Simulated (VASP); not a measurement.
Write the native input for VASP 6.6.1 that does the following.

```yaml
Task: single point
Functional: PBEsol
Potentials_or_basis: VASP PAW PBE potentials, release 64 (Sn_d)
Cutoff: 520 eV
k_mesh: 12 × 12 × 7
Occupations: fermi-dirac, width 0.1 eV
Spin: no spin polarisation
Dipole_correction: no
Further_INCAR_settings: ALGO = Normal; EDIFF = 1e-07; NBANDS = 21
```

The structure of Sn lies in POSCAR:

```
Sn
1.0
    3.2701314791      0.0000000000      0.0000000000
   -1.6350657395      2.8320169346      0.0000000000
    0.0000000000      0.0000000000      5.4383440800
Sn
2
Direct
    0.3333333333      0.6666666667      0.2500000000
    0.6666666667      0.3333333333      0.7500000000
```

This cell differs from its parent crystal: volume scaled by 0.96.

These files were run (other wordings do the same):

INCAR

```
SYSTEM = Sn
PREC     = Accurate       ! precision mode
ENCUT    = 520            ! plane-wave cutoff, eV
EDIFF    = 1E-7           ! SCF threshold, eV
ISMEAR   = -1             ! smearing method
SIGMA    = 0.1            ! smearing width, eV
LREAL    = .FALSE.        ! projectors in reciprocal space
LASPH    = .TRUE.         ! aspherical terms in the spheres
NELM     = 60             ! most SCF steps
ALGO     = Normal         ! electronic algorithm
ISIF     = 2              ! what is computed and relaxed
LWAVE    = .FALSE.        ! write WAVECAR
LCHARG   = .FALSE.        ! write CHGCAR
GGA      = PS             ! functional
NBANDS   = 21             ! bands
```

KPOINTS

```
regular mesh
0
G
  12 12 7
  0 0 0
```

Potentials or basis: VASP PAW PBE potentials, release 64 (Sn_d).

Launch:

```console
$ cat potpaw_PBE.64/Sn_d/POTCAR > POTCAR
$ mpirun -np 1 vasp_std > vasp.out
```

It gave:

| Quantity | Value |
| --- | --- |
| Pressure | 2.4 GPa |
| Band gap on the k mesh | zero (band 14 reaches 15.41 eV, above the bottom of band 15 at 6.42 eV) |

Caveat: the PAW data sets were made with another functional, which shifts forces and pressure a little; spin-orbit coupling is left out, which moves the levels of the heavy elements.

It took 28 s on 1 thread of Intel(R) Xeon(R) Platinum 8375C CPU @ 2.90GHz (Ice Lake), with other jobs on the host, peak memory 0.19 GiB.
